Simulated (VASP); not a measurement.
Here is a VASP 6.6.1 calculation.

INCAR

```
SYSTEM = In
ALGO     = Normal         ! electronic algorithm
EDIFF    = 1E-6           ! SCF threshold, eV
ENCUT    = 520            ! plane-wave cutoff, eV
GGA      = PE             ! functional
ISIF     = 2              ! what is computed and relaxed
ISMEAR   = 0              ! smearing method
LASPH    = .TRUE.         ! aspherical terms in the spheres
LCHARG   = .FALSE.        ! write CHGCAR
LREAL    = .FALSE.        ! projectors in reciprocal space
LWAVE    = .FALSE.        ! write WAVECAR
NBANDS   = 34             ! bands
NELM     = 100            ! most SCF steps
PREC     = Accurate       ! precision mode
SIGMA    = 0.1            ! smearing width, eV
```

Contents of KPOINTS:

```
k-points
0
G
  4 4 4
  0 0 0
```

File POSCAR:

```
In
1.0
   -2.9360569700      2.9360569700      3.0430076300
    2.9360569700     -2.9360569700      3.0430076300
    2.9360569700      2.9360569700     -3.0430076300
In
4
Direct
    0.8750000000      0.3292670200      0.9542670200
    0.3750000000      0.9207329800      0.0457329800
    0.6707329800      0.6250000000      0.5457329800
    0.0792670200      0.1250000000      0.4542670200
```

Potentials or basis: VASP PAW PBE potentials, release 64 (In_d).

Launch:

```bash
$ cat potpaw_PBE.64/In_d/POTCAR > POTCAR
$ mpirun -np 1 vasp_std > vasp.out
```

Problem. Predict the largest force.

Solution. 0.353 eV/Å.

Problem. Predict the band gap on the k mesh.

Solution. Zero (bands 26 and 27 overlap by 2.82 eV).

Forces on the atoms (eV/Å):
```
In   0.353  0.000  0.000
In  -0.353  0.000  0.000
In   0.000 -0.353  0.000
In   0.000  0.353  0.000
```

Caveat: the k points lie up to 0.37 Å⁻¹ apart, too coarse for converged energies and pressures of a metal; spin-orbit coupling is left out, which moves the levels of the heavy elements.
